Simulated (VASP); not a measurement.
# AlB3As4 (Pmm2) in VASP: relaxation of cell and atoms with PBE

Aim: the relaxation of cell and atoms of AlB3As4 with PBE.

Everything below comes from runs of VASP 6.6.1. Logs are shortened: lines on timing, memory, paths and dates and some standing lists are left out, and cuts for length are marked.

## (1) The cell of the first run

It takes space group Pmm2 (No. 25, orthorhombic). Conventional cell: a = 3.533 Å, b = 7.175 Å, c = 5.078 Å, α = 90.00°, β = 90.00°, γ = 90.00°. Within 3.1 Å of Al (site symmetry mm2) lie 4 As at 2.37 to 2.41 Å. Within 2.8 Å of B (site symmetry m) lie 4 As at 2.13 to 2.15 Å. B (site symmetry mm2) has 4 As at 2.08 to 2.14 Å within 2.8 Å. Within 2.8 Å of As (site symmetry mm2) lie 2 B at 2.15 Å and 2 Al at 2.37 Å. As (site symmetry m) has 3 B at 2.08 to 2.13 Å and 1 Al at 2.41 Å within 2.8 Å. Within 2.8 Å of As (site symmetry mm2) lie 4 B at 2.14 to 2.15 Å.

## (2) Relaxation of cell and atoms, PBE

INCAR

```
PREC = Accurate
ENCUT = 600
EDIFF = 1E-7
ISMEAR = 0
SIGMA = 0.02
LREAL = False
LASPH = True
NELM = 80
ALGO = Normal
ISIF = 3
LWAVE = False
LCHARG = False
GGA = PE
IBRION = 2
NSW = 100
EDIFFG = -0.01
```

KPOINTS

```
Automatic mesh
0
Gamma
  10 6 8
```

POSCAR

```
AlB3As4
1.0
    3.5334755416      0.0000000000      0.0000000000
    0.0000000000      7.1754277302      0.0000000000
    0.0000000000      0.0000000000      5.0781652997
Al B As
1 3 4
Direct
    0.0000000000      0.0000000000      0.9994280776
    0.5000000000      0.2673749741      0.5003834161
    0.0000000000      0.5000000000      0.0069025095
    0.5000000000      0.7326250259      0.5003834161
    0.5000000000      0.0000000000      0.6897803159
    0.0000000000      0.2767318249      0.2677220871
    0.5000000000      0.5000000000      0.7676780906
    0.0000000000      0.7232681751      0.2677220871
```

Potentials or basis: VASP PAW PBE potentials, release 64 (Al, B, As).

Run with:

```sh
> cat potpaw_PBE.64/Al/POTCAR potpaw_PBE.64/B/POTCAR potpaw_PBE.64/As/POTCAR > POTCAR
> mpirun -np 1 vasp_std > vasp.out
```

OUTCAR:

```text
PREC = Accurate
   ENCUT = 600
   EDIFF = 1E-7
   ISMEAR = 0
   LREAL = False
   LASPH = True
   NELM = 80
   ISIF = 3
   GGA = PE
   IBRION = 2
   NSW = 100
   EDIFFG = -0.01

 ion  position               nearest neighbor table
   1  0.000  0.000  0.999-   5 2.37   5 2.37   8 2.41   6 2.41
   2  0.500  0.267  0.500-   6 2.13   6 2.13   5 2.15   7 2.15
   3  0.000  0.500  0.007-   6 2.08   8 2.08   7 2.14   7 2.14
   4  0.500  0.733  0.500-   8 2.13   8 2.13   5 2.15   7 2.15
   5  0.500  0.000  0.690-   2 2.15   4 2.15   1 2.37   1 2.37
   6  0.000  0.277  0.268-   3 2.08   2 2.13   2 2.13   1 2.41
   7  0.500  0.500  0.768-   3 2.14   3 2.14   4 2.15   2 2.15
   8  0.000  0.723  0.268-   3 2.08   4 2.13   4 2.13   1 2.41

  LATTYP: Found a simple orthorhombic cell.
 ALAT       =     3.5334755416
 B/A-ratio  =     1.4371587520
 C/A-ratio  =     2.0306997022

  Lattice vectors:

 A1 = (  -3.5334755416,   0.0000000000,   0.0000000000)
 A2 = (   0.0000000000,   0.0000000000,   5.0781652997)
 A3 = (   0.0000000000,   7.1754277302,   0.0000000000)

Analysis of symmetry for initial positions (statically):
=====================================================================
 Subroutine PRICEL returns:
 Original cell was already a primitive cell.

 Routine SETGRP: Setting up the symmetry group for a
 simple orthorhombic supercell.

 Subroutine GETGRP returns: Found  4 space group operations
 (whereof  4 operations were pure point group operations)
 out of a pool of  8 trial point group operations.

The static configuration has the point symmetry C_2v.

Analysis of symmetry for dynamics (positions and initial velocities):
=====================================================================
 Subroutine PRICEL returns:
 Original cell was already a primitive cell.

 Routine SETGRP: Setting up the symmetry group for a
 simple orthorhombic supercell.

 Subroutine GETGRP returns: Found  4 space group operations
 (whereof  4 operations were pure point group operations)
 out of a pool of  8 trial point group operations.

The dynamic configuration has the point symmetry C_2v.

 Subroutine INISYM returns: Found  4 space group operations
 (whereof  4 operations are pure point group operations),
 and found     1 'primitive' translations

----------------------------------------------------------------------------------------

                                     Primitive cell

  volume of cell :     128.7528

  direct lattice vectors                    reciprocal lattice vectors
     3.533475542  0.000000000  0.000000000     0.283007478  0.000000000  0.000000000
     0.000000000  7.175427730  0.000000000     0.000000000  0.139364514  0.000000000
     0.000000000  0.000000000  5.078165300     0.000000000  0.000000000  0.196921514

  length of vectors
     3.533475542  7.175427730  5.078165300     0.283007478  0.139364514  0.196921514

  position of ions in fractional coordinates (direct lattice)
     0.000000000  0.000000000  0.999428078
     0.500000000  0.267374974  0.500383416
     0.000000000  0.500000000  0.006902510
     0.500000000  0.732625026  0.500383416
     0.500000000  0.000000000  0.689780316
     0.000000000  0.276731825  0.267722087
     0.500000000  0.500000000  0.767678091
     0.000000000  0.723268175  0.267722087

  ion indices of the primitive-cell ions
   primitive index   ion index
                 1           1
                 2           2
                 3           3
                 4           4
                 5           5
                 6           6
                 7           7
                 8           8

----------------------------------------------------------------------------------------

 KPOINTS: Automatic mesh

Automatic generation of k-mesh.
 Grid dimensions read from file:
 generate k-points for:   10    6    8

 Generating k-lattice:

  Cartesian coordinates                     Fractional coordinates (reciprocal lattice)
     0.028300748  0.000000000  0.000000000     0.100000000  0.000000000  0.000000000
     0.000000000  0.023227419  0.000000000     0.000000000  0.166666667  0.000000000
     0.000000000  0.000000000  0.024615189     0.000000000  0.000000000  0.125000000

  Length of vectors
     0.028300748  0.023227419  0.024615189

  Shift w.r.t. Gamma in fractional coordinates (k-lattice)
     0.000000000  0.000000000  0.000000000

 Subroutine IBZKPT returns following result:
 ===========================================

 Found    120 irreducible k-points:

 Following reciprocal coordinates:
            Coordinates               Weight
  0.000000  0.000000  0.000000      1.000000
  0.100000  0.000000  0.000000      2.000000
  0.200000  0.000000  0.000000      2.000000
  0.300000  0.000000  0.000000      2.000000
  0.400000  0.000000  0.000000      2.000000
  0.500000  0.000000  0.000000      1.000000
[... 16 lines left out ...]
  0.400000  0.500000  0.000000      2.000000
  0.500000  0.500000  0.000000      1.000000
 [... further k-points ...]
   k-points           NKPTS =    120   k-points in BZ     NKDIM =    120   number of bands    NBANDS=     21
   number of dos      NEDOS =    301   number of ions     NIONS =      8
   total plane-waves  NPLWV =  70560
   dimension x,y,z NGX =    28 NGY =   60 NGZ =   42
   dimension x,y,z NGXF=    56 NGYF=  120 NGZF=   84
   ions per type =               1   3   4
   NGX,Y,Z   is equivalent  to a cutoff of  13.17, 13.90, 13.75 a.u.
   NGXF,Y,Z  is equivalent  to a cutoff of  26.35, 27.80, 27.50 a.u.
 SYSTEM =  unknown system
   PREC   = accura    normal or accurate (medium, high low for compatibility)
   ISTART =      0    job   : 0-new  1-cont  2-samecut
   ICHARG =      2    charge: 1-file 2-atom 10-const
   ISPIN  =      1    spin polarized calculation?
   LNONCOLLINEAR =      F non collinear calculations
   LSORBIT =      F    spin-orbit coupling
   LASPH  =      T    aspherical Exc in radial PAW
   ENCUT  =  600.0 eV  44.10 Ry    6.64 a.u.   7.06 14.33 10.14*2*pi/ulx,y,z
   NELM   =     80;   NELMIN=  2; NELMDL= -5     # of ELM steps
   EDIFF  = 0.1E-06   stopping-criterion for ELM
   LREAL  =      F    real-space projection
   EDIFFG = -.1E-01   stopping-criterion for IOM
   NSW    =    100    number of steps for IOM
   IBRION =      2    ionic relax: 0-MD 1-quasi-New 2-CG
   NFREE  =      1    steps in history (QN), initial steepest desc. (CG)
   ISIF   =      3    stress and relaxation
   ISYM   =      2    0-nonsym 1-usesym 2-fastsym
   POTIM  = 0.5000    time-step for ionic-motion
   TEBEG  =    0.0;   TEEND  =   0.0 temperature during run
   PSTRESS=    0.0 pullay stress
   NELECT =      32.0000    total number of electrons
   NUPDOWN=      -1.0000    fix difference up-down
   EMIN   =  10.00;   EMAX   =-10.00  energy-range for DOS
   EFERMI =   0.00;   METHOD = LEGACY
   ISMEAR =     0;   SIGMA  =   0.02  broadening in eV -4-tet -1-fermi 0-gaus
   EFERMI_NEDOS =   21; number of points for ismear=-14 and -15
   IALGO  =     38    algorithm
   IMIX   =      4    mixing-type and parameters
     AMIX     =   0.40;   BMIX     =  1.00
     AMIX_MAG =   1.60;   BMIX_MAG =  1.00
  volume/ion in A,a.u.               =      16.09       108.61
  Fermi-wavevector in a.u.,A,eV,Ry     =   1.029294  1.945083 14.414627  1.059445
  Thomas-Fermi vector in A             =   2.163334
   LORBIT       =      0    0 simple, 1 ext, 2 COOP (PROOUT), +10 PAW based schemes
   GGA     = PE    functional components
   LHFCALC =     F    Hartree Fock is set to
   AEXX    =    0.0000 exact exchange contribution
   IVDW    =     0    specifies the selected vdW correction
   LEPSILON=     F    determine dielectric tensor
   LRPA    =     F    only Hartree local field effects (RPA)
 conjugate gradient relaxation of ions
 non-spin polarized calculation
 Gauss-broadening in eV      SIGMA  =   0.02
  energy-cutoff  :      600.00
  volume of cell :      128.75
 maximum number of plane-waves:      4336
   NGX = 15   NGY = 29   NGZ = 21

--------------------------------------- Ionic step        1  -------------------------------------------

 number of electron      32.0000002 magnetization

 Free energy of the ion-electron system (eV)
  ---------------------------------------------------
  ext. energy  EPLUGINS =         0.00000000
  ---------------------------------------------------
  free energy    TOTEN  =       -42.41813561 eV

  energy without entropy =      -42.41813561  energy(sigma->0) =      -42.41813561

------------------------ aborting loop because EDIFF is reached ----------------------------------------

  FORCE on cell =-STRESS in cart. coord.  units (eV):
  Direction    XX          YY          ZZ          XY          YZ          ZX
  --------------------------------------------------------------------------------------
  -------------------------------------------------------------------------------------
  Total        0.2746726      0.1936588      0.4028024      0.0000000      0.0000000      0.0000000
  in kB        3.4179781      2.4098563      5.0124022      0.0000000      0.0000000      0.0000000
  external PRESSURE =       3.6134122 kB  Pullay stress =       0.0000000 kB
[... 153 lines left out ...]
  energy  without entropy=      -42.4187676106  energy(sigma->0) =      -42.41876761

--------------------------------------- Ionic step        5  -------------------------------------------

 number of electron      32.0000003 magnetization

 Free energy of the ion-electron system (eV)
  ---------------------------------------------------
  ext. energy  EPLUGINS =         0.00000000
  ---------------------------------------------------
  free energy    TOTEN  =       -42.41880845 eV

  energy without entropy =      -42.41880845  energy(sigma->0) =      -42.41880845

 E-fermi :   5.9130     XC(G=0): -10.0243

 val. band max:        5.7799850688   @ k =   0.0000   0.0000   0.0000
 cond. band min:       6.2669643286   @ k =   0.0000   0.0000   0.1250
 fundamental gap:      0.4869792598
 Fermi energy:         5.9130406764

 k-point     1 :       0.0000    0.0000    0.0000
  band No.  band energies     occupation
      1      -9.0092      2.00000
      2      -6.9033      2.00000
      3      -6.6665      2.00000
      4      -5.5457      2.00000
      5      -2.5084      2.00000
      6      -1.1125      2.00000
[... 550 lines left out ...]
      5      -1.7997      2.00000
      6      -1.4816      2.00000
[... 13 lines left out ...]
     20       8.4470      0.00000
     21       8.5881      0.00000

 [... further k-points ...]

------------------------ aborting loop because EDIFF is reached ----------------------------------------

  FORCE on cell =-STRESS in cart. coord.  units (eV):
  Direction    XX          YY          ZZ          XY          YZ          ZX
  --------------------------------------------------------------------------------------
  -------------------------------------------------------------------------------------
  Total       -0.0096092     -0.0259548      0.0115847      0.0000000      0.0000000      0.0000000
  in kB       -0.1191816     -0.3219154      0.1436842      0.0000000      0.0000000      0.0000000
  external PRESSURE =      -0.0991376 kB  Pullay stress =       0.0000000 kB
[... 23 lines left out ...]
  FREE ENERGIE OF THE ION-ELECTRON SYSTEM (eV)
  ---------------------------------------------------
  free  energy   TOTEN  =       -42.4188084529 eV

  energy  without entropy=      -42.4188084529  energy(sigma->0) =      -42.41880845

 reached required accuracy - stopping structural energy minimisation
```

It took 21 min on 1 thread of Oxide Virtual Turin-like, shared host; peak memory 0.51 GiB.

What came out:

| Property | Result |
| --- | --- |
| Free energy | -42.4188 eV |
| Relaxed volume | 16.15 Å³/atom |
| Relaxed cell | a = 3.536 Å, b = 7.180 Å, c = 5.088 Å, α = 90.00°, β = 90.00°, γ = 90.00° |
| Space group after relaxing (to 0.1 Å) | Pmm2 (No. 25) |
| Energy gained by relaxing | 0.1 meV/atom |
| Ionic steps | 5 |
| Pressure after relaxing | 0.0 GPa |
| Largest force after relaxing | 0.006 eV/Å |
| Band gap on the k mesh | 0.49 eV (least direct gap 0.49 eV) |

Forces in eV/Å, atoms in the order of the input:
```
Al   0.000  0.000 -0.006
B    0.000 -0.002  0.002
B    0.000  0.000  0.003
B    0.000  0.002  0.002
As   0.000  0.000 -0.001
As   0.000 -0.004  0.001
As   0.000  0.000  0.000
As   0.000  0.004  0.001
```

The path:
| step | energy change (eV) | largest force (eV/Å) | pressure (GPa) | volume (Å³) |
| --- | --- | --- | --- | --- |
| 1 | 0.0000 | 0.0379 | 0.36 | 128.75 |
| 2 | -0.0004 | 0.0412 | -0.23 | 129.43 |
| 3 | -0.0006 | 0.0187 | -0.01 | 129.18 |
| 4 | -0.0006 | 0.0195 | -0.02 | 129.19 |
| 5 | -0.0007 | 0.0060 | -0.01 | 129.18 |

Final structure:
```
Al B As
1.0
     3.53641    0.00000    0.00000
     0.00000    7.17974    0.00000
     0.00000    0.00000    5.08763
Al B As
1 3 4
Direct
  0.00000 0.00000 0.99939
  0.50000 0.26737 0.50067
  0.00000 0.50000 0.00669
  0.50000 0.73263 0.50067
  0.50000 0.00000 0.68963
  0.00000 0.27653 0.26760
  0.50000 0.50000 0.76773
  0.00000 0.72347 0.26760
```

Levels at points of the mesh, in eV from the valence-band top:
```
           k point  band 14  band 15  band 16  band 17  band 18  band 19
(0.00, 0.00, 0.00)    -0.59    -0.42     0.00     0.49     0.88     2.35
(0.50, 0.00, 0.00)    -3.62    -2.65    -1.56     0.55     0.95     1.03
(0.00, 0.50, 0.00)    -2.06    -1.21    -0.04     1.18     1.57     2.47
(0.50, 0.50, 0.00)    -3.71    -3.61    -2.88     1.26     2.25     2.62
(0.00, 0.00, 0.50)    -2.10    -1.73    -0.60     0.66     1.27     1.28
(0.50, 0.00, 0.50)    -2.14    -2.03    -1.44     0.88     2.11     3.41
(0.00, 0.50, 0.50)    -2.37    -2.04    -0.65     1.81     2.17     2.37
(0.50, 0.50, 0.50)    -3.04    -3.03    -2.90     2.58     2.74     2.97
```

Caveat: semilocal functionals underestimate gaps, and a narrow one can read as zero. A k mesh can miss the band edges.
